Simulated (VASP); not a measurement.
Write the native input for VASP 6.6.1 that does the following.

| Property | Result |
| --- | --- |
| Task | single point |
| Functional | PBE |
| Potentials or basis | VASP PAW PBE potentials, release 64 (Si, C) |
| Cutoff | 520 eV |
| k mesh | 6 × 6 × 4 |
| Occupations | gaussian, width 0.1 eV |
| Spin | no spin polarisation |
| Dipole correction | no |
| Further INCAR settings | ALGO = Normal; EDIFF = 1e-06; NBANDS = 13 |

The structure of Si2C lies in POSCAR:

```
Si2C
1.0
    2.5937633950      0.0000000029      0.0000000000
   -1.2968817000      2.2462649900      0.0000000000
    0.0000000000      0.0000000000      6.2929877287
Si C
2 1
Direct
    0.0000000000      0.0000000000      0.2955698286
    0.0000000000      0.0000000000      0.7044301714
    0.0000000000      0.0000000000      0.0000000000
```

The input as run:

INCAR

```
SYSTEM = Si2C
ALGO = Normal
EDIFF = 1E-6
ENCUT = 520
GGA = PE
ISIF = 2
ISMEAR = 0
LASPH = .TRUE.
LCHARG = .TRUE.
LELF = .TRUE.
LREAL = .FALSE.
LVHAR = .TRUE.
LWAVE = .FALSE.
NBANDS = 13
NELM = 60
PREC = Accurate
SIGMA = 0.1
```

KPOINTS

```
k-points
0
G
  6 6 4
  0 0 0
```

Potentials or basis: VASP PAW PBE potentials, release 64 (Si, C).

The run is started by

```console
$ cat potpaw_PBE.64/Si/POTCAR potpaw_PBE.64/C/POTCAR > POTCAR
$ mpirun -np 1 vasp_std > vasp.out
```

It gave:

- Pressure: -0.1 GPa
- Largest force: 0.008 eV/Å
- Band gap on the k mesh: zero (band 6 reaches 12.38 eV, above the bottom of band 7 at 6.09 eV)

Caveat: the k points lie up to 0.47 Å⁻¹ apart.

Run time: 20 s on 1 thread of Intel Xeon 8259CL (shared host), peak memory 0.14 GiB.
